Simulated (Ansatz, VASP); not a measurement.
CdTe in VASP and in Ansatz

```xyz
2
Lattice="0.0000 3.4764 3.2799 3.4764 0.0000 3.2799 3.4764 3.4764 0.0000" Properties=species:S:1:pos:R:3 pbc="T T T"
Cd    0.0000    0.0000    0.0000
Te    1.7382    1.7382    1.6400
```

Change from the starting cell: biaxial_xy strain +6.0%.

Alike in both runs: task single point; functional HSE06; k mesh 4 × 4 × 4; no spin polarisation.

|  | VASP | Ansatz |
| --- | --- | --- |
| version | VASP 6.6.1 | Ansatz 0.2.0 |
| potentials or method | VASP PAW PBE potentials, release 64 (Cd, Te) | plane waves, PAW |
| plane-wave cutoff (eV) | 520 | 420 |
| occupations | gaussian, width 0.01 eV | fixed |
| valence electrons in the cell | 18 | 36 |

|  | VASP | Ansatz | Ansatz less VASP |
| --- | --- | --- | --- |
| gap on the k mesh at the Fermi level (eV) | 0.95 | 1.02 | +0.067 |
| pressure (GPa) | -3.4 | -3.4 | +0.03 |
| traceless stress, the component that is largest in VASP (GPa) | 0.73 | 0.73 | 0.000 |

VASP's potentials hold 18 valence electrons a cell and Ansatz's 36, so a difference there can come from the potentials and not from the codes. Ansatz's warnings: stress exchange threshold loose, stress scf threshold loose.

Neither program's run includes spin-orbit coupling.
